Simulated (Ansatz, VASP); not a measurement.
**One calculation of SnO2, two programs**

INCAR

```
SYSTEM = SnO2
PREC = Accurate
ENCUT = 520
EDIFF = 1E-6
ISMEAR = 0
SIGMA = 0.05
LREAL = .False.
LASPH = .True.
NELM = 100
ALGO = Normal
ISIF = 2
LWAVE = .False.
LCHARG = .False.
GGA = PS
NBANDS = 64
```

The input KPOINTS:

```
Automatic mesh
0
Gamma
  6 6 6
  0 0 0
```

File POSCAR:

```
SnO2
1.0
    3.1673060795      1.8286450177      4.3550637466
   -3.1673060795      1.8286450177      4.3550637466
    0.0000000000     -3.6572900352      4.3550637467
Sn O
4 8
Direct
    0.8646807174      0.8646807174      0.8646807174
    0.3648245829      0.3648245829      0.8648190111
    0.3648245829      0.8648190111      0.3648245829
    0.8648190111      0.3648245829      0.3648245829
    0.1235003534      0.6233501671      0.6233501671
    0.6233501671      0.1235003534      0.6233501671
    0.6233501671      0.6233501671      0.1235003534
    0.6062113146      0.6062113146      0.6062113146
    0.1234715296      0.1234715296      0.1234715296
    0.1060883083      0.1060883083      0.6062369573
    0.1060883083      0.6062369573      0.1060883083
    0.6062369573      0.1060883083      0.1060883083
```

Input for Ansatz:

```yaml
crystal:
  lattice:
    - [3.1673060795, 1.8286450177, 4.3550637466]
    - [-3.1673060795, 1.8286450177, 4.3550637466]
    - [0.0, -3.6572900352, 4.3550637467]
  atoms:
    - { symbol: Sn, position: [0.8646807174, 0.8646807174, 0.8646807174] }
    - { symbol: Sn, position: [0.3648245829, 0.3648245829, 0.8648190111] }
    - { symbol: Sn, position: [0.3648245829, 0.8648190111, 0.3648245829] }
    - { symbol: Sn, position: [0.8648190111, 0.3648245829, 0.3648245829] }
    - { symbol: O, position: [0.1235003534, 0.6233501671, 0.6233501671] }
    - { symbol: O, position: [0.6233501671, 0.1235003534, 0.6233501671] }
    - { symbol: O, position: [0.6233501671, 0.6233501671, 0.1235003534] }
    - { symbol: O, position: [0.6062113146, 0.6062113146, 0.6062113146] }
    - { symbol: O, position: [0.1234715296, 0.1234715296, 0.1234715296] }
    - { symbol: O, position: [0.1060883083, 0.1060883083, 0.6062369573] }
    - { symbol: O, position: [0.1060883083, 0.6062369573, 0.1060883083] }
    - { symbol: O, position: [0.6062369573, 0.1060883083, 0.1060883083] }
basis:
  ecutwfc: 520.0
kpoints:
  mp_grid: { grid: [6, 6, 6] }
hamiltonian:
  xc: pbesol
  pseudopotentials: { kind: paw, azcp: { folder: soft_1 } }
scf:
  occupations: { method: gaussian, width: 0.05 }
output:
  forces: true
  stress: true
  eigenvalues: true
```

Alike in both runs: task single point; functional PBEsol; k mesh 6 × 6 × 6; occupations gaussian, width 0.05 eV; no spin polarisation.

```csv
,VASP,Ansatz
version,VASP 6.6.1,Ansatz 0.2.0
potentials or method,"VASP PAW PBE potentials, release 64 (Sn_d, O), cutoff 520 eV","scalar-relativistic, plane waves, PAW"
valence electrons in the cell,104,104
```

VASP gave:

| Property | Result |
| --- | --- |
| gap on the k mesh at the Fermi level (eV) | 2.08 |
| least direct gap on the mesh (eV) | 2.08 |
| pressure (GPa) | 8.4 |
| traceless stress, the component that is largest in VASP (GPa) | -3.50 |
| rms of the force components (eV/Å) | 0.255 |

Which values does Ansatz return?

gap on the k mesh at the Fermi level (eV): 2.10; least direct gap on the mesh (eV): 2.10; pressure (GPa): 7.5; traceless stress, the component that is largest in VASP (GPa): -2.94; rms of the force components (eV/Å): 0.223.

VASP's potentials were made for PBE, not for PBEsol, and Ansatz warns of the same on its side. Atom by atom the forces differ by 0.032 eV/Å (rms over components). With one functional, cell and mesh, what is left measures potentials, basis and numerics.
